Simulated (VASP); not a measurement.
# Fe (Im-3m) in VASP: a series of runs

Runs on Fe. Level: PBEsol. Tasks: single point.

Everything below comes from runs of VASP 6.6.1. Logs are shortened: lines on timing, memory, paths and dates and some standing lists are left out, and cuts for length are marked.

## 1. The cell of the first run

It takes space group Im-3m (No. 229, cubic). Conventional cell: a = 2.672 Å, b = 2.672 Å, c = 2.672 Å, α = 90.00°, β = 90.00°, γ = 90.00°. Within 3.1 Å of Fe (site symmetry m-3m) lie 14 Fe at 2.31 to 2.67 Å.

## 2. Single point, PBEsol, collinear spin, ferromagnetic start (9.54 Å³/atom)

INCAR reads:

```
PREC = Accurate
ENCUT = 520
EDIFF = 1E-7
ISMEAR = -1
SIGMA = 0.05
LREAL = F
LASPH = T
NELM = 150
ALGO = Normal
ISIF = 2
LWAVE = F
LCHARG = F
ISPIN = 2
MAGMOM = 2.132
LORBIT = 11
LMAXMIX = 4
GGA = PS
NBANDS = 14
```

KPOINTS reads:

```
regular mesh
0
Gamma
  26 26 26
```

POSCAR reads:

```
Fe
1.0
   -1.3358918103      1.3358918103      1.3358918103
    1.3358918103     -1.3358918103      1.3358918103
    1.3358918103      1.3358918103     -1.3358918103
Fe
1
Direct
    0.0000000000      0.0000000000      0.0000000000
```

Potentials or basis: VASP PAW PBE potentials, release 64 (Fe).

Started as:

```console
$ cat potpaw_PBE.64/Fe/POTCAR > POTCAR
$ mpirun -np 1 vasp_std > vasp.out
```

OUTCAR:

```text
PREC = Accurate
   ENCUT = 520
   EDIFF = 1E-7
   ISMEAR = -1
   LREAL = F
   LASPH = T
   NELM = 150
   ISIF = 2
   ISPIN = 2
   LORBIT = 11
   GGA = PS

 ion  position               nearest neighbor table
   1  0.000  0.000  0.000-

  LATTYP: Found a body centered cubic cell.
 ALAT       =     2.6717836206

  Lattice vectors:

 A1 = (  -1.3358918103,   1.3358918103,   1.3358918103)
 A2 = (   1.3358918103,  -1.3358918103,   1.3358918103)
 A3 = (   1.3358918103,   1.3358918103,  -1.3358918103)

Analysis of symmetry for initial positions (statically):
=====================================================================
 Subroutine PRICEL returns:
 Original cell was already a primitive cell.

 Routine SETGRP: Setting up the symmetry group for a
 body centered cubic supercell.

 Subroutine GETGRP returns: Found 48 space group operations
 (whereof 48 operations were pure point group operations)
 out of a pool of 48 trial point group operations.

The static configuration has the point symmetry O_h .

Analysis of symmetry for dynamics (positions and initial velocities):
=====================================================================
 Subroutine PRICEL returns:
 Original cell was already a primitive cell.

 Routine SETGRP: Setting up the symmetry group for a
 body centered cubic supercell.

 Subroutine GETGRP returns: Found 48 space group operations
 (whereof 48 operations were pure point group operations)
 out of a pool of 48 trial point group operations.

The dynamic configuration has the point symmetry O_h .

Analysis of structural, dynamic, and magnetic symmetry:
=====================================================================
 Subroutine PRICEL returns:
 Original cell was already a primitive cell.

 Routine SETGRP: Setting up the symmetry group for a
 body centered cubic supercell.

 Subroutine GETGRP returns: Found 48 space group operations
 (whereof 48 operations were pure point group operations)
 out of a pool of 48 trial point group operations.

The overall configuration has the point symmetry O_h .

 Subroutine INISYM returns: Found 48 space group operations
 (whereof 48 operations are pure point group operations),
 and found     1 'primitive' translations

----------------------------------------------------------------------------------------

                                     Primitive cell

  volume of cell :       9.5362

  direct lattice vectors                    reciprocal lattice vectors
    -1.335891810  1.335891810  1.335891810     0.000000000  0.374281806  0.374281806
     1.335891810 -1.335891810  1.335891810     0.374281806  0.000000000  0.374281806
     1.335891810  1.335891810 -1.335891810     0.374281806  0.374281806  0.000000000

  length of vectors
     2.313832489  2.313832489  2.313832489     0.529314407  0.529314407  0.529314407

  position of ions in fractional coordinates (direct lattice)
     0.000000000  0.000000000  0.000000000

  ion indices of the primitive-cell ions
   primitive index   ion index
                 1           1

----------------------------------------------------------------------------------------

 KPOINTS: regular mesh

Automatic generation of k-mesh.
 Grid dimensions read from file:
 generate k-points for:   26   26   26

 Generating k-lattice:

  Cartesian coordinates                     Fractional coordinates (reciprocal lattice)
     0.000000000  0.014395454  0.014395454     0.038461538  0.000000000  0.000000000
     0.014395454  0.000000000  0.014395454     0.000000000  0.038461538  0.000000000
     0.014395454  0.014395454  0.000000000     0.000000000  0.000000000  0.038461538

  Length of vectors
     0.020358246  0.020358246  0.020358246

  Shift w.r.t. Gamma in fractional coordinates (k-lattice)
     0.000000000  0.000000000  0.000000000

 Subroutine IBZKPT returns following result:
 ===========================================

 Found    511 irreducible k-points:

 Following reciprocal coordinates:
            Coordinates               Weight
  0.000000  0.000000  0.000000      1.000000
  0.038462  0.000000  0.000000     12.000000
  0.076923  0.000000  0.000000     12.000000
  0.115385  0.000000  0.000000     12.000000
  0.153846  0.000000  0.000000     12.000000
  0.192308  0.000000  0.000000     12.000000
[... 16 lines left out ...]
  0.346154  0.038462  0.000000     48.000000
  0.384615  0.038462  0.000000     48.000000
 [... further k-points ...]
   k-points           NKPTS =    511   k-points in BZ     NKDIM =    511   number of bands    NBANDS=     14
   number of dos      NEDOS =    301   number of ions     NIONS =      1
   total plane-waves  NPLWV =   5832
   dimension x,y,z NGX =    18 NGY =   18 NGZ =   18
   dimension x,y,z NGXF=    36 NGYF=   36 NGZF=   36
   ions per type =               1
   NGX,Y,Z   is equivalent  to a cutoff of  12.93, 12.93, 12.93 a.u.
   NGXF,Y,Z  is equivalent  to a cutoff of  25.87, 25.87, 25.87 a.u.
 SYSTEM =  unknown system
[... 77 lines left out ...]
     10      40.6530      0.00000
     11      40.6530      0.00000
     12      44.0859      0.00000
     13      44.0859      0.00000
     14      44.0859      0.00000

 k-point     2 :       0.0385    0.0000    0.0000
  band No.  band energies     occupation
      1      -1.8754      1.00000
      2       4.9592      1.00000
      3       4.9803      1.00000
      4       5.0253      1.00000
      5       6.6241      1.00000
      6       6.6503      1.00000
      7      33.9072      0.00000
      8      34.2174      0.00000
      9      34.2758      0.00000
     10      40.4212      0.00000
     11      40.9558      0.00000
     12      43.0415      0.00000
     13      43.1404      0.00000
     14      44.2358      0.00000
[... 343 lines left out ...]
      1       1.6660      1.00000
      2       3.7735      1.00000
      3       5.7566      1.00000
      4       6.6774      1.00000
      5       6.9264      1.00000
      6       7.9403      0.01700
      7      20.1926      0.00000
      8      28.1960      0.00000
      9      31.7514      0.00000
     10      34.3099      0.00000
     11      38.8747      0.00000
     12      44.4589      0.00000
     13      46.8021      0.00000
     14      55.4654      0.00000

 k-point    24 :       0.3846    0.0385    0.0000
  band No.  band energies     occupation
      1       1.7125      1.00000
      2       3.6670      1.00000
      3       6.2959      1.00000
      4       6.7684      1.00000
      5       7.1156      1.00000
      6       8.3271      0.00001
      7      18.7009      0.00000
      8      27.7258      0.00000
      9      31.1013      0.00000
     10      34.2489      0.00000
     11      38.8973      0.00000
     12      44.8833      0.00000
     13      47.6871      0.00000
     14      55.3884      0.00000

 [... further k-points ...]

 spin component 2

 k-point     1 :       0.0000    0.0000    0.0000
  band No.  band energies     occupation
      1      -1.6518      1.00000
      2       6.6034      1.00000
      3       6.6034      1.00000
      4       6.6034      1.00000
      5       9.0394      0.00000
      6       9.0394      0.00000
      7      34.2792      0.00000
      8      34.2792      0.00000
      9      34.2792      0.00000
     10      41.0333      0.00000
     11      41.0333      0.00000
     12      44.7813      0.00000
     13      44.7813      0.00000
     14      44.7813      0.00000

 k-point     2 :       0.0385    0.0000    0.0000
  band No.  band energies     occupation
      1      -1.5804      1.00000
      2       6.5774      1.00000
      3       6.5996      1.00000
      4       6.6491      1.00000
      5       9.0095      0.00000
      6       9.0413      0.00000
      7      33.9530      0.00000
      8      34.2240      0.00000
      9      34.2839      0.00000
     10      40.8220      0.00000
     11      41.3201      0.00000
     12      43.8471      0.00000
     13      43.9383      0.00000
     14      44.9185      0.00000
[... 343 lines left out ...]
      1       2.5366      1.00000
      2       5.2442      1.00000
      3       6.7242      1.00000
      4       8.7981      0.00000
      5       9.3229      0.00000
      6       9.7304      0.00000
      7      21.1670      0.00000
      8      28.4663      0.00000
      9      32.3912      0.00000
     10      34.8336      0.00000
     11      39.5692      0.00000
     12      44.8029      0.00000
     13      47.1455      0.00000
     14      55.8991      0.00000

 k-point    24 :       0.3846    0.0385    0.0000
  band No.  band energies     occupation
      1       2.7298      1.00000
      2       5.1259      1.00000
      3       7.2350      0.99996
      4       8.8658      0.00000
      5       9.3794      0.00000
      6      10.1068      0.00000
      7      19.7736      0.00000
      8      27.9819      0.00000
      9      31.7193      0.00000
     10      34.7989      0.00000
     11      39.6078      0.00000
     12      45.1734      0.00000
     13      48.0686      0.00000
     14      56.3212      0.00000

 [... further k-points ...]
[... 5 lines left out ...]
  --------------------------------------------------------------------------------------
  -------------------------------------------------------------------------------------
  Total        2.2703976      2.2703976      2.2703976      0.0000000     -0.0000000      0.0000000
  in kB      381.4509039    381.4509039    381.4509039      0.0000000     -0.0000000      0.0000000
  external PRESSURE =     381.4509039 kB  Pullay stress =       0.0000000 kB

 VOLUME and BASIS-vectors are now :
 -----------------------------------------------------------------------------
  energy-cutoff  :      520.00
  volume of cell :        9.54
      direct lattice vectors                 reciprocal lattice vectors
    -1.335891810  1.335891810  1.335891810     0.000000000  0.374281806  0.374281806
     1.335891810 -1.335891810  1.335891810     0.374281806  0.000000000  0.374281806
     1.335891810  1.335891810 -1.335891810     0.374281806  0.374281806  0.000000000

 POSITION                                       TOTAL-FORCE (eV/Angst)
 -----------------------------------------------------------------------------------
      0.00000      0.00000      0.00000         0.000000      0.000000      0.000000
 -----------------------------------------------------------------------------------
    total drift:                                0.000000      0.000000      0.000000

  FREE ENERGIE OF THE ION-ELECTRON SYSTEM (eV)
  ---------------------------------------------------
  free  energy   TOTEN  =        -8.7879754820 eV

  energy  without entropy=       -8.7808899917  energy(sigma->0) =       -8.78443274

 total charge

# of ion       s       p       d       tot
------------------------------------------
    1        0.574   0.721   6.411   7.706

 magnetization (x)

# of ion       s       p       d       tot
------------------------------------------
    1       -0.010  -0.046   1.920   1.864
```

Run time: 56 s. Hardware: 1 thread of Intel Xeon 6975P-C (Granite Rapids), shared host; peak memory 0.21 GiB.

What came out:

* Free energy: -8.7880 eV
* Pressure: 38.1 GPa
* Net moment: 1.90 μB per cell
* Site moments: Fe +1.86 μB
* Valence electrons inside the program's atomic spheres: Fe 7.71

Caveat: the cell stands under pressure; the PAW data sets were made with another functional, which shifts forces and pressure a little.

## 3. Single point, PBEsol, collinear spin, ferromagnetic start (9.97 Å³/atom)

This run uses another cell than the first one, of 9.97 Å³/atom.

INCAR reads:

```
SYSTEM = Fe
PREC = Accurate ; ENCUT = 520
EDIFF = 1E-7 ; ISMEAR = -1
SIGMA = 0.05 ; LREAL = .False.
LASPH = .True. ; NELM = 150
ALGO = Normal ; ISIF = 2
LWAVE = .False. ; LCHARG = .True.
ISPIN = 2 ; MAGMOM = 2.132
LORBIT = 11 ; LMAXMIX = 4
GGA = PS ; LELF = .True.
LVHAR = .True. ; NBANDS = 14
```

KPOINTS reads:

```
Automatic mesh
0
Gamma
  26 26 26
  0 0 0
```

POSCAR reads:

```
Fe
1.0
   -1.3558334340      1.3558334340      1.3558334340
    1.3558334340     -1.3558334340      1.3558334340
    1.3558334340      1.3558334340     -1.3558334340
Fe
1
Direct
    0.0000000000      0.0000000000      0.0000000000
```

Potentials or basis: VASP PAW PBE potentials, release 64 (Fe).

Started as:

```console
$ cat potpaw_PBE.64/Fe/POTCAR > POTCAR
$ mpirun -np 1 vasp_std > vasp.out
```

It took 54 s on 1 thread of Intel Xeon 6975P-C (Granite Rapids), shared host; peak memory 0.21 GiB.

The run converged. Its results:

| Property | Result |
| --- | --- |
| Free energy | -8.8684 eV |
| Pressure | 22.0 GPa |
| Band gap on the k mesh | zero (filled and empty bands overlap) |
| Net moment | 1.96 μB per cell |
| Site moments | Fe +1.93 μB |
| Valence electrons inside the program's atomic spheres | Fe 7.58 |

Levels at points of the mesh, in eV from the Fermi level:
Spin up:
```csv
k point,band 1,band 2,band 3,band 4,band 5,band 6,band 7,band 8,band 9,band 10
"(0.00, 0.00, 0.00)",-9.39,-2.63,-2.63,-2.63,-1.08,-1.08,26.13,26.13,26.13,32.15
"(0.50, 0.00, 0.00)",-5.78,-3.97,-1.01,-0.83,0.34,0.67,8.54,19.32,22.23,25.39
"(0.50, 0.50, 0.50)",-5.75,-5.75,0.34,0.34,0.34,10.75,10.75,10.75,16.99,16.99
```
Spin down:
```
           k point  band 1  band 2  band 3  band 4  band 5  band 6
(0.00, 0.00, 0.00)   -9.10   -0.95   -0.95   -0.95    1.37    1.37
(0.50, 0.00, 0.00)   -4.60   -2.47    0.60    1.25    1.68    2.64
(0.50, 0.50, 0.50)   -4.14   -4.14    2.27    2.27    2.27   11.12
```

Caveat: the cell stands under pressure; the PAW data sets were made with another functional, which shifts forces and pressure a little.

## 4. Single point, PBEsol, collinear spin, ferromagnetic start (10.40 Å³/atom)

This run uses another cell than the first one, of 10.40 Å³/atom.

INCAR reads:

```
SYSTEM = Fe
PREC = Accurate
ENCUT = 520
EDIFF = 1E-6
ISMEAR = -1
SIGMA = 0.05
LREAL = .FALSE.
LASPH = .TRUE.
NELM = 150
ALGO = Normal
ISIF = 2
LWAVE = .FALSE.
LCHARG = .TRUE.
ISPIN = 2
MAGMOM = 2.132
LORBIT = 11
LMAXMIX = 4
GGA = PS
LELF = .TRUE.
LVHAR = .TRUE.
NBANDS = 14
```

KPOINTS reads:

```
regular mesh
0
G
  26 26 26
  0 0 0
```

POSCAR reads:

```
Fe
1.0
   -1.3752051003      1.3752051003      1.3752051003
    1.3752051003     -1.3752051003      1.3752051003
    1.3752051003      1.3752051003     -1.3752051003
Fe
1
Direct
    0.0000000000      0.0000000000      0.0000000000
```

Started as:

```console
$ cat potpaw_PBE.64/Fe/POTCAR > POTCAR
$ mpirun -np 1 vasp_std > vasp.out
```

Wall time 52 s (1 thread of Intel Xeon 6975P-C (Granite Rapids), shared host); peak memory 0.22 GiB.

It converged, with:

* Free energy: -8.9102 eV
* Pressure: 9.6 GPa
* Net moment: 2.04 μB per cell
* Site moments: Fe +2.02 μB
* Valence electrons inside the program's atomic spheres: Fe 7.47

Levels at points of the mesh, in eV from the Fermi level:
Spin up:
```
           k point  band 3  band 4  band 5  band 6  band 7  band 8
(0.00, 0.00, 0.00)   -2.54   -2.54   -1.09   -1.09   25.73   25.73
(0.50, 0.00, 0.00)   -1.02   -0.86    0.35    0.56    8.10   18.97
(0.50, 0.50, 0.50)    0.25    0.25    0.25   10.43   10.43   10.43
```
Spin down:
```tsv
k point	band 1	band 2	band 3	band 4	band 5	band 6	band 7	band 8
(0.00, 0.00, 0.00)	-8.84	-0.77	-0.77	-0.77	1.43	1.43	25.68	25.68
(0.50, 0.00, 0.00)	-4.29	-2.21	0.60	1.31	1.73	2.62	9.44	19.14
(0.50, 0.50, 0.50)	-3.78	-3.78	2.28	2.28	2.28	10.79	10.79	10.79
```

Caveat: the cell stands under pressure; the PAW data sets were made with another functional, which shifts forces and pressure a little.

## 5. Single point, PBEsol, collinear spin, ferromagnetic start

This run uses another cell than the first one, of 10.84 Å³/atom.

INCAR reads:

```
PREC = Accurate
ENCUT = 520
EDIFF = 1E-6
ISMEAR = -1
SIGMA = 0.05
LREAL = False
LASPH = True
NELM = 150
ALGO = Normal
ISIF = 2
LWAVE = False
LCHARG = True
ISPIN = 2
MAGMOM = 2.135
LORBIT = 11
LMAXMIX = 4
GGA = PS
LELF = True
LVHAR = True
NBANDS = 14
```

KPOINTS reads:

```
regular mesh
0
Gamma
  26 26 26
```

POSCAR reads:

```
Fe
1.0
   -1.3940458675      1.3940458675      1.3940458675
    1.3940458675     -1.3940458675      1.3940458675
    1.3940458675      1.3940458675     -1.3940458675
Fe
1
Direct
    0.0000000000      0.0000000000      0.0000000000
```

Started as:

```console
$ cat potpaw_PBE.64/Fe/POTCAR > POTCAR
$ mpirun -np 1 vasp_std > vasp.out
```

It took 53 s on 1 thread of Intel Xeon 6975P-C (Granite Rapids), shared host; peak memory 0.23 GiB.

It converged, with:

- Free energy: -8.9227 eV
- Pressure: 0.0 GPa
- Net moment: 2.12 μB per cell
- Site moments: Fe +2.10 μB
- Valence electrons inside the program's atomic spheres: Fe 7.38

Levels at points of the mesh, in eV from the Fermi level:
Spin up:
```
           k point  band 3  band 4  band 5  band 6  band 7  band 8
(0.00, 0.00, 0.00)   -2.44   -2.44   -1.08   -1.08   25.35   25.35
(0.50, 0.00, 0.00)   -1.02   -0.87    0.38    0.47    7.72   18.64
(0.50, 0.50, 0.50)    0.18    0.18    0.18   10.14   10.14   10.14
```
Spin down:
| k point | band 1 | band 2 | band 3 | band 4 | band 5 | band 6 | band 7 |
| --- | --- | --- | --- | --- | --- | --- | --- |
| (0.00, 0.00, 0.00) | -8.58 | -0.59 | -0.59 | -0.59 | 1.50 | 1.50 | 25.28 |
| (0.50, 0.00, 0.00) | -3.99 | -1.95 | 0.61 | 1.38 | 1.78 | 2.62 | 9.09 |
| (0.50, 0.50, 0.50) | -3.45 | -3.45 | 2.29 | 2.29 | 2.29 | 10.50 | 10.50 |

Caveat: the PAW data sets were made with another functional, which shifts forces and pressure a little.

## 6. Single point, PBEsol, collinear spin, ferromagnetic start (10.84 Å³/atom)

This run uses another cell than the first one, of 10.84 Å³/atom.

INCAR reads:

```
ALGO = Normal ; EDIFF = 1E-7
ENCUT = 520 ; GGA = PS
ISIF = 2 ; ISMEAR = -1
ISPIN = 2 ; LASPH = T
LCHARG = F ; LMAXMIX = 4
LORBIT = 11 ; LREAL = F
LWAVE = F ; MAGMOM = 2.132
NBANDS = 14 ; NELM = 150
PREC = Accurate ; SIGMA = 0.05
```

KPOINTS reads:

```
k-points
0
Gamma
  26 26 26
```

POSCAR is that of step 5.

Potentials or basis: VASP PAW PBE potentials, release 64 (Fe).

Started as:

```console
$ cat potpaw_PBE.64/Fe/POTCAR > POTCAR
$ mpirun -np 1 vasp_std > vasp.out
```

Run time: 59 s. Hardware: 1 thread of Intel Xeon 6975P-C (Granite Rapids), shared host; peak memory 0.23 GiB.

It converged, with:

```yaml
Free_energy: -8.9227 eV
Pressure: -0.1 GPa
Net_moment: 2.12 μB per cell
Site_moments: Fe +2.10 μB
Valence_electrons_inside_the_program's_atomic_spheres: Fe 7.38
```

Levels at points of the mesh, in eV from the Fermi level:
Spin up:
| k point | band 3 | band 4 | band 5 | band 6 | band 7 | band 8 |
| --- | --- | --- | --- | --- | --- | --- |
| (0.00, 0.00, 0.00) | -2.44 | -2.44 | -1.08 | -1.08 | 25.35 | 25.35 |
| (0.50, 0.00, 0.00) | -1.02 | -0.87 | 0.38 | 0.47 | 7.72 | 18.64 |
| (0.50, 0.50, 0.50) | 0.18 | 0.18 | 0.18 | 10.14 | 10.14 | 10.14 |
Spin down:
| k point | band 1 | band 2 | band 3 | band 4 | band 5 | band 6 | band 7 |
| --- | --- | --- | --- | --- | --- | --- | --- |
| (0.00, 0.00, 0.00) | -8.58 | -0.59 | -0.59 | -0.59 | 1.50 | 1.50 | 25.28 |
| (0.50, 0.00, 0.00) | -3.99 | -1.96 | 0.61 | 1.38 | 1.78 | 2.62 | 9.09 |
| (0.50, 0.50, 0.50) | -3.45 | -3.45 | 2.29 | 2.29 | 2.29 | 10.50 | 10.50 |

Caveat: the PAW data sets were made with another functional, which shifts forces and pressure a little.

## 7. Overview

```csv
cell,gap on the mesh (eV),pressure (GPa),moment (μB)
"a = 2.314 Å, angles 109.5°, 1 atom",none,38.1,1.90
"a = 2.348 Å, angles 109.5°, 1 atom",none,22.0,1.96
"a = 2.382 Å, angles 109.5°, 1 atom",none,9.6,2.04
"a = 2.415 Å, angles 109.5°, 1 atom",none,-0.1,2.12
```

Alike in all rows: task single point; level PBEsol; potentials or basis VASP PAW PBE potentials, release 64 (Fe); spin collinear, ferromagnetic start; k mesh 26 × 26 × 26; cutoff (eV) 520; smearing fermi-dirac 0.05 eV.

Caveats: the PAW data sets were made with another functional, which shifts forces and pressure a little; the cell stands under pressure (at least some runs).

Absolute energies hang on the potentials; compare differences alone.
